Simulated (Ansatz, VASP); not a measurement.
## SiC2 in VASP and in Ansatz

INCAR

```
PREC = Accurate
ENCUT = 520
EDIFF = 1E-6
ISMEAR = 0
SIGMA = 0.1
LREAL = F
LASPH = T
NELM = 80
ALGO = Normal
ISIF = 2
LWAVE = F
LCHARG = T
GGA = PE
LELF = T
LVHAR = T
NBANDS = 21
```

KPOINTS

```
Automatic mesh
0
Gamma
  8 8 8
```

The input POSCAR:

```
SiC2
1.0
   -1.6881747700      1.6881747700      7.1623189600
    1.6881747700     -1.6881747700      7.1623189600
    1.6881747700      1.6881747700     -7.1623189600
Si C
2 4
Direct
    0.0000000000      0.0000000000      0.0000000000
    0.7500000000      0.2500000000      0.5000000000
    0.6666666700      0.6666666700      0.0000000000
    0.3333333300      0.3333333300      0.0000000000
    0.4166666700      0.9166666700      0.5000000000
    0.0833333300      0.5833333300      0.5000000000
```

Input for Ansatz:

```yaml
crystal:
  lattice:
    - [-1.68817477, 1.68817477, 7.16231896]
    - [1.68817477, -1.68817477, 7.16231896]
    - [1.68817477, 1.68817477, -7.16231896]
  atoms:
    - { symbol: Si, position: [0.0, 0.0, 0.0] }
    - { symbol: Si, position: [0.75, 0.25, 0.5] }
    - { symbol: C, position: [0.66666667, 0.66666667, 0.0] }
    - { symbol: C, position: [0.33333333, 0.33333333, 0.0] }
    - { symbol: C, position: [0.41666667, 0.91666667, 0.5] }
    - { symbol: C, position: [0.08333333, 0.58333333, 0.5] }
basis:
  ecutwfc: 420
kpoints:
  mp_grid: { grid: [8, 8, 8] }
hamiltonian:
  xc: pbe
scf:
  occupations: { method: gaussian, width: 0.1 }
  lower_state_search: "off"
output:
  forces: true
  stress: true
  eigenvalues: true
```

Alike in both runs: task single point; functional PBE; k mesh 8 × 8 × 8; occupations gaussian, width 0.1 eV; no spin polarisation.

```csv
,VASP,Ansatz
version,VASP 6.6.1,Ansatz 0.2.0
potentials or method,"VASP PAW PBE potentials, release 64 (Si, C), cutoff 520 eV","scalar-relativistic, plane waves, PAW"
valence electrons in the cell,24,24
```

|  | VASP | Ansatz | Ansatz less VASP |
| --- | --- | --- | --- |
| gap on the k mesh at the Fermi level (eV) | 0.61 | 0.61 | -0.005 |
| least direct gap on the mesh (eV) | 0.61 | 0.61 | -0.005 |
| rms of the force components (eV/Å) | 0.232 | 0.232 | +0.0003 |

Atom by atom the forces differ by 0.000 eV/Å (rms over components).
